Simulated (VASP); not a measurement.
# NaMg2Si2 (P4/mmm) in VASP: a series of runs

Runs on NaMg2Si2. Level: PBE. Tasks: single point, relaxation of cell and atoms.

Program: VASP 6.6.1. These are calculated values, not measurements. Logs are shortened: lines on timing, memory, paths and dates and some standing lists are left out, and cuts for length are marked.

### 1 The cell of the first run

The structure is tetragonal, space group P4/mmm (No. 123). The conventional cell has a = 3.630 Å, b = 3.630 Å, c = 6.659 Å, α = 90.00°, β = 90.00°, γ = 90.00°. Na (site symmetry 4/mmm) has 2 Mg at 2.20 Å within 2.9 Å. Mg (site symmetry 4mm) has 1 Na at 2.20 Å and 1 Mg at 2.26 Å and 4 Si at 2.58 Å within 2.9 Å. Within 2.4 Å of Si (site symmetry 4mm) lie 1 Si at 1.80 Å.

The cell was generated, and may not be a known phase.

### 2 Single point, PBE

File INCAR:

```
PREC = Accurate ; ENCUT = 520
EDIFF = 1E-6 ; ISMEAR = 0
SIGMA = 0.1 ; LREAL = False
LASPH = True ; NELM = 60
ALGO = Normal ; ISIF = 2
LWAVE = False ; LCHARG = False
GGA = PE ; NBANDS = 18
```

File KPOINTS:

```
Automatic mesh
0
Gamma
  6 6 4
```

File POSCAR:

```
NaMg2Si2
1.0
    3.6297081200      0.0000000000      0.0000000000
    0.0000000000      3.6297081200      0.0000000000
    0.0000000000      0.0000000000      6.6593255300
Na Mg Si
1 2 2
Direct
    0.0000000000      0.0000000000      0.5000000000
    0.0000000000      0.0000000000      0.8305573000
    0.0000000000      0.0000000000      0.1694427000
    0.5000000000      0.5000000000      0.8649175000
    0.5000000000      0.5000000000      0.1350825000
```

Potentials or basis: VASP PAW PBE potentials, release 64 (Na_pv, Mg, Si).

On the command line:

```console
$ cat potpaw_PBE.64/Na_pv/POTCAR potpaw_PBE.64/Mg/POTCAR potpaw_PBE.64/Si/POTCAR > POTCAR
$ mpirun -np 1 vasp_std > vasp.out
```

OUTCAR:

```text
PREC = Accurate
   ENCUT = 520
   EDIFF = 1E-6
   ISMEAR = 0
   LREAL = False
   LASPH = True
   NELM = 60
   ISIF = 2
   GGA = PE

 ion  position               nearest neighbor table
   1  0.000  0.000  0.500-   2 2.20   3 2.20
   2  0.000  0.000  0.831-   1 2.20   3 2.26   4 2.58   4 2.58   4 2.58   4 2.58   5 3.27   5 3.27
                             5 3.27   5 3.27
   3  0.000  0.000  0.169-   1 2.20   2 2.26   5 2.58   5 2.58   5 2.58   5 2.58   4 3.27   4 3.27
                             4 3.27   4 3.27
   4  0.500  0.500  0.865-   5 1.80   2 2.58   2 2.58   2 2.58   2 2.58   3 3.27   3 3.27   3 3.27
                             3 3.27
   5  0.500  0.500  0.135-   4 1.80   3 2.58   3 2.58   3 2.58   3 2.58   2 3.27   2 3.27   2 3.27
                             2 3.27

  LATTYP: Found a simple tetragonal cell.
 ALAT       =     3.6297081200
 C/A-ratio  =     1.8346724612

  Lattice vectors:

 A1 = (   3.6297081200,   0.0000000000,   0.0000000000)
 A2 = (   0.0000000000,   3.6297081200,   0.0000000000)
 A3 = (   0.0000000000,   0.0000000000,   6.6593255300)

Analysis of symmetry for initial positions (statically):
=====================================================================
 Subroutine PRICEL returns:
 Original cell was already a primitive cell.

 Routine SETGRP: Setting up the symmetry group for a
 simple tetragonal supercell.

 Subroutine GETGRP returns: Found 16 space group operations
 (whereof 16 operations were pure point group operations)
 out of a pool of 16 trial point group operations.

The static configuration has the point symmetry D_4h.

Analysis of symmetry for dynamics (positions and initial velocities):
=====================================================================
 Subroutine PRICEL returns:
 Original cell was already a primitive cell.

 Routine SETGRP: Setting up the symmetry group for a
 simple tetragonal supercell.

 Subroutine GETGRP returns: Found 16 space group operations
 (whereof 16 operations were pure point group operations)
 out of a pool of 16 trial point group operations.

The dynamic configuration has the point symmetry D_4h.

 Subroutine INISYM returns: Found 16 space group operations
 (whereof 16 operations are pure point group operations),
 and found     1 'primitive' translations

----------------------------------------------------------------------------------------

                                     Primitive cell

  volume of cell :      87.7352

  direct lattice vectors                    reciprocal lattice vectors
     3.629708120  0.000000000  0.000000000     0.275504246  0.000000000  0.000000000
     0.000000000  3.629708120  0.000000000     0.000000000  0.275504246  0.000000000
     0.000000000  0.000000000  6.659325530     0.000000000  0.000000000  0.150165358

  length of vectors
     3.629708120  3.629708120  6.659325530     0.275504246  0.275504246  0.150165358

  position of ions in fractional coordinates (direct lattice)
     0.000000000  0.000000000  0.500000000
     0.000000000  0.000000000  0.830557300
     0.000000000  0.000000000  0.169442700
     0.500000000  0.500000000  0.864917500
     0.500000000  0.500000000  0.135082500

  ion indices of the primitive-cell ions
   primitive index   ion index
                 1           1
                 2           2
                 3           3
                 4           4
                 5           5

----------------------------------------------------------------------------------------

 KPOINTS: Automatic mesh

Automatic generation of k-mesh.
 Grid dimensions read from file:
 generate k-points for:    6    6    4

 Generating k-lattice:

  Cartesian coordinates                     Fractional coordinates (reciprocal lattice)
     0.045917374  0.000000000  0.000000000     0.166666667  0.000000000  0.000000000
     0.000000000  0.045917374  0.000000000     0.000000000  0.166666667  0.000000000
     0.000000000  0.000000000  0.037541339     0.000000000  0.000000000  0.250000000

  Length of vectors
     0.045917374  0.045917374  0.037541339

  Shift w.r.t. Gamma in fractional coordinates (k-lattice)
     0.000000000  0.000000000  0.000000000

 Subroutine IBZKPT returns following result:
 ===========================================

 Found     30 irreducible k-points:

 Following reciprocal coordinates:
            Coordinates               Weight
  0.000000  0.000000  0.000000      1.000000
  0.166667  0.000000  0.000000      4.000000
  0.333333  0.000000  0.000000      4.000000
  0.500000  0.000000  0.000000      2.000000
  0.166667  0.166667  0.000000      4.000000
  0.333333  0.166667  0.000000      8.000000
[... 16 lines left out ...]
  0.333333  0.000000  0.500000      4.000000
  0.500000  0.000000  0.500000      2.000000
 [... further k-points ...]
   k-points           NKPTS =     30   k-points in BZ     NKDIM =     30   number of bands    NBANDS=     18
   number of dos      NEDOS =    301   number of ions     NIONS =      5
   total plane-waves  NPLWV =  39200
   dimension x,y,z NGX =    28 NGY =   28 NGZ =   50
   dimension x,y,z NGXF=    56 NGYF=   56 NGZF=  100
   ions per type =               1   2   2
   NGX,Y,Z   is equivalent  to a cutoff of  12.82, 12.82, 12.48 a.u.
   NGXF,Y,Z  is equivalent  to a cutoff of  25.65, 25.65, 24.96 a.u.
 SYSTEM =  unknown system
   PREC   = accura    normal or accurate (medium, high low for compatibility)
   ISTART =      0    job   : 0-new  1-cont  2-samecut
   ICHARG =      2    charge: 1-file 2-atom 10-const
   ISPIN  =      1    spin polarized calculation?
   LNONCOLLINEAR =      F non collinear calculations
   LSORBIT =      F    spin-orbit coupling
   LASPH  =      T    aspherical Exc in radial PAW
   ENCUT  =  520.0 eV  38.22 Ry    6.18 a.u.   6.75  6.75 12.38*2*pi/ulx,y,z
   NELM   =     60;   NELMIN=  2; NELMDL= -5     # of ELM steps
   EDIFF  = 0.1E-05   stopping-criterion for ELM
   LREAL  =      F    real-space projection
   EDIFFG = 0.1E-04   stopping-criterion for IOM
   NSW    =      0    number of steps for IOM
   IBRION =     -1    ionic relax: 0-MD 1-quasi-New 2-CG
   NFREE  =      0    steps in history (QN), initial steepest desc. (CG)
   ISIF   =      2    stress and relaxation
   ISYM   =      2    0-nonsym 1-usesym 2-fastsym
   POTIM  = 0.5000    time-step for ionic-motion
   TEBEG  =    0.0;   TEEND  =   0.0 temperature during run
   PSTRESS=    0.0 pullay stress
   NELECT =      19.0000    total number of electrons
   NUPDOWN=      -1.0000    fix difference up-down
   EMIN   =  10.00;   EMAX   =-10.00  energy-range for DOS
   EFERMI =   0.00;   METHOD = LEGACY
   ISMEAR =     0;   SIGMA  =   0.10  broadening in eV -4-tet -1-fermi 0-gaus
   EFERMI_NEDOS =   21; number of points for ismear=-14 and -15
   IALGO  =     38    algorithm
   IMIX   =      4    mixing-type and parameters
     AMIX     =   0.40;   BMIX     =  1.00
     AMIX_MAG =   1.60;   BMIX_MAG =  1.00
  volume/ion in A,a.u.               =      17.55       118.41
  Fermi-wavevector in a.u.,A,eV,Ry     =   0.983109  1.857806 13.150064  0.966502
  Thomas-Fermi vector in A             =   2.114242
   LORBIT       =      0    0 simple, 1 ext, 2 COOP (PROOUT), +10 PAW based schemes
   GGA     = PE    functional components
   LHFCALC =     F    Hartree Fock is set to
   AEXX    =    0.0000 exact exchange contribution
   IVDW    =     0    specifies the selected vdW correction
   LEPSILON=     F    determine dielectric tensor
   LRPA    =     F    only Hartree local field effects (RPA)
 non-spin polarized calculation
 Gauss-broadening in eV      SIGMA  =   0.10
  energy-cutoff  :      520.00
  volume of cell :       87.74
 maximum number of plane-waves:      2412
 NGX is ok and might be reduce to    28
   NGX = 13   NGY = 13   NGZ = 25

 number of electron      19.0000006 magnetization

 Free energy of the ion-electron system (eV)
  ---------------------------------------------------
  ext. energy  EPLUGINS =         0.00000000
  ---------------------------------------------------
  free energy    TOTEN  =        -8.08661759 eV

  energy without entropy =       -8.07834980  energy(sigma->0) =       -8.08248369

 E-fermi :   5.6591     XC(G=0):  -9.3737

 val. band max:        5.6556995337   @ k =   0.0000   0.0000   0.0000
 cond. band min:       5.6912371756   @ k =   0.1667   0.1667   0.2500
 fundamental gap:      0.0355376419
 Fermi energy:         5.6591436731

 k-point     1 :       0.0000    0.0000    0.0000
  band No.  band energies     occupation
      1     -21.2555      2.00000
      2     -20.8185      2.00000
      3     -20.8185      2.00000
      4      -6.6743      2.00000
      5      -1.8565      2.00000
      6       0.6720      2.00000
[... 10 lines left out ...]
     17      11.3851      0.00000
     18      11.3851      0.00000

 k-point     2 :       0.1667    0.0000    0.0000
  band No.  band energies     occupation
      1     -21.2547      2.00000
      2     -20.8245      2.00000
      3     -20.8180      2.00000
      4      -6.4406      2.00000
      5      -1.5902      2.00000
      6       0.7435      2.00000
[... 10 lines left out ...]
     17      11.3259      0.00000
     18      11.8693      0.00000

 k-point     3 :       0.3333    0.0000    0.0000
  band No.  band energies     occupation
      1     -21.2532      2.00000
      2     -20.8365      2.00000
      3     -20.8170      2.00000
      4      -5.8403      2.00000
      5      -0.8623      2.00000
      6      -0.6915      2.00000
[... 10 lines left out ...]
     17      11.7280      0.00000
     18      12.5227      0.00000

 k-point     4 :       0.5000    0.0000    0.0000
  band No.  band energies     occupation
      1     -21.2524      2.00000
      2     -20.8425      2.00000
      3     -20.8165      2.00000
      4      -5.4083      2.00000
      5      -1.6246      2.00000
      6      -0.2444      2.00000
[... 375 lines left out ...]
      4      -6.4014      2.00000
      5      -2.0620      2.00000
      6       1.4017      2.00000
[... 10 lines left out ...]
     17      11.6648      0.00000
     18      12.8439      0.00000

 k-point    23 :       0.3333    0.0000    0.5000
  band No.  band energies     occupation
      1     -21.2534      2.00000
      2     -20.8365      2.00000
      3     -20.8170      2.00000
      4      -5.8120      2.00000
      5      -1.2709      2.00000
      6      -0.5870      2.00000
[... 10 lines left out ...]
     17      11.1504      0.00000
     18      12.5931      0.00000

 k-point    24 :       0.5000    0.0000    0.5000
  band No.  band energies     occupation
      1     -21.2527      2.00000
      2     -20.8424      2.00000
      3     -20.8165      2.00000
      4      -5.3911      2.00000
      5      -1.5275      2.00000
      6      -0.5469      2.00000
[... 10 lines left out ...]
     17      11.8062      0.00000
     18      11.8282      0.00000

 [... further k-points ...]

------------------------ aborting loop because EDIFF is reached ----------------------------------------

  FORCE on cell =-STRESS in cart. coord.  units (eV):
  Direction    XX          YY          ZZ          XY          YZ          ZX
  --------------------------------------------------------------------------------------
  -------------------------------------------------------------------------------------
  Total        5.7803916      5.7803916     43.3139086      0.0000000      0.0000000      0.0000000
  in kB      105.5587392    105.5587392    790.9778230      0.0000000      0.0000000      0.0000000
  external PRESSURE =     334.0317671 kB  Pullay stress =       0.0000000 kB

 VOLUME and BASIS-vectors are now :
 -----------------------------------------------------------------------------
  energy-cutoff  :      520.00
  volume of cell :       87.74
      direct lattice vectors                 reciprocal lattice vectors
     3.629708120  0.000000000  0.000000000     0.275504246  0.000000000  0.000000000
     0.000000000  3.629708120  0.000000000     0.000000000  0.275504246  0.000000000
     0.000000000  0.000000000  6.659325530     0.000000000  0.000000000  0.150165358

 POSITION                                       TOTAL-FORCE (eV/Angst)
 -----------------------------------------------------------------------------------
      0.00000      0.00000      3.32966         0.000000     -0.000000      0.000000
      0.00000      0.00000      5.53095         0.000000     -0.000000     -0.644373
      0.00000      0.00000      1.12837         0.000000     -0.000000      0.644373
      1.81485      1.81485      5.75977         0.000000      0.000000    -13.762807
      1.81485      1.81485      0.89956        -0.000000      0.000000     13.762807
 -----------------------------------------------------------------------------------
    total drift:                               -0.000000     -0.000000      0.000000

  FREE ENERGIE OF THE ION-ELECTRON SYSTEM (eV)
  ---------------------------------------------------
  free  energy   TOTEN  =        -8.0866175918 eV

  energy  without entropy=       -8.0783497964  energy(sigma->0) =       -8.08248369
```

Wall time 59 s (1 thread of Intel Xeon 8259CL, shared host); peak memory 0.21 GiB.

What came out:

* Free energy: -8.0866 eV
* Pressure: 33.4 GPa
* Largest force: 13.763 eV/Å
* Band gap on the k mesh: zero (an odd number of electrons rules out a gap without spin polarisation)

Forces on the atoms (eV/Å):
```
Na    0.000   0.000   0.000
Mg    0.000   0.000  -0.644
Mg    0.000   0.000   0.644
Si    0.000   0.000 -13.763
Si    0.000   0.000  13.763
```

Levels at points of the mesh, in eV from the Fermi level:
| k point | band 5 | band 6 | band 7 | band 8 | band 9 | band 10 | band 11 | band 12 | band 13 | band 14 |
| --- | --- | --- | --- | --- | --- | --- | --- | --- | --- | --- |
| (0.00, 0.00, 0.00) | -7.52 | -4.99 | -2.16 | -2.16 | 0.00 | 1.35 | 2.00 | 2.00 | 2.49 | 3.53 |
| (0.50, 0.00, 0.00) | -7.28 | -5.90 | -3.28 | -3.16 | -1.24 | -0.93 | 2.38 | 3.04 | 3.07 | 4.30 |
| (0.50, 0.50, 0.00) | -5.69 | -5.69 | -4.38 | -2.85 | -1.85 | -1.85 | -1.60 | 1.25 | 1.30 | 1.30 |
| (0.00, 0.00, 0.50) | -8.00 | -3.60 | -2.14 | -2.14 | -0.65 | 0.30 | 1.48 | 1.81 | 1.81 | 4.04 |
| (0.50, 0.00, 0.50) | -7.19 | -6.21 | -3.98 | -2.28 | -1.22 | 1.16 | 1.80 | 2.65 | 2.77 | 2.86 |
| (0.50, 0.50, 0.50) | -5.65 | -5.65 | -4.65 | -2.69 | -2.22 | -2.22 | -0.86 | 0.14 | 3.01 | 3.01 |

Caveat: the stress differs along the axes, from 11 to 79 GPa; forces of over 1 eV/Å act on the atoms, so gaps and moduli don't describe the material at rest.

(Continued in part 2 of 2.)

The gap in the log of VASP goes by the Fermi energy; the results here count the filled bands.